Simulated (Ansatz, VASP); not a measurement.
**Zn in VASP and in Ansatz**

INCAR

```
SYSTEM = Zn
PREC = Accurate ; ENCUT = 520
EDIFF = 1E-7 ; ISMEAR = -1
SIGMA = 0.1 ; LREAL = .FALSE.
LASPH = .TRUE. ; NELM = 60
ALGO = Normal ; ISIF = 2
LWAVE = .FALSE. ; LCHARG = .FALSE.
GGA = CA ; NBANDS = 19
```

File KPOINTS:

```
regular mesh
0
G
  13 13 13
  0 0 0
```

POSCAR

```
Zn
1.0
    0.0000000000      2.4409033211      2.4409033211
    2.4409033211      0.0000000000      2.4409033211
    2.4409033211      2.4409033211      0.0000000000
Zn
2
Direct
   -0.1250000000     -0.1250000000     -0.1250000000
    0.1250000000      0.1250000000      0.1250000000
```

Input for Ansatz:

```yaml
crystal:
  lattice:
    - [0.0, 2.4409033211, 2.4409033211]
    - [2.4409033211, 0.0, 2.4409033211]
    - [2.4409033211, 2.4409033211, 0.0]
  atoms:
    - { symbol: Zn, position: [-0.125, -0.125, -0.125] }
    - { symbol: Zn, position: [0.125, 0.125, 0.125] }
kpoints:
  mp_grid: { grid: [13, 13, 13] }
scf:
  occupations: { method: fermi_dirac, width: 0.1 }
hamiltonian:
  xc: lda
  pseudopotentials: { kind: all_electron, lapw: { basis_error: 0.001 } }
output:
  forces: true
  stress: true
  eigenvalues: true
  populations: true
```

Change from the starting cell: volume scaled by 0.68, LAPW.

Alike in both runs: task single point; functional LDA; k mesh 13 × 13 × 13; occupations fermi-dirac, width 0.1 eV; no spin polarisation.

```csv
,VASP,Ansatz
version,VASP 6.6.1,Ansatz 0.2.0
potentials or method,"VASP PAW LDA potentials, release 64 (Zn), cutoff 520 eV","all-electron LAPW, scalar-relativistic"
```

VASP gave:

```
pressure (GPa) : 43.8
```

Task: Estimate Ansatz's values.

Result: Pressure (GPa): 42.4.

LDA's correlation is that of Perdew and Zunger in VASP and of Perdew and Wang (1992) in Ansatz. Both programs put the cell under a high pressure, so it lies far from rest at this level. Ansatz ran all-electron here, and VASP with PAW potentials.
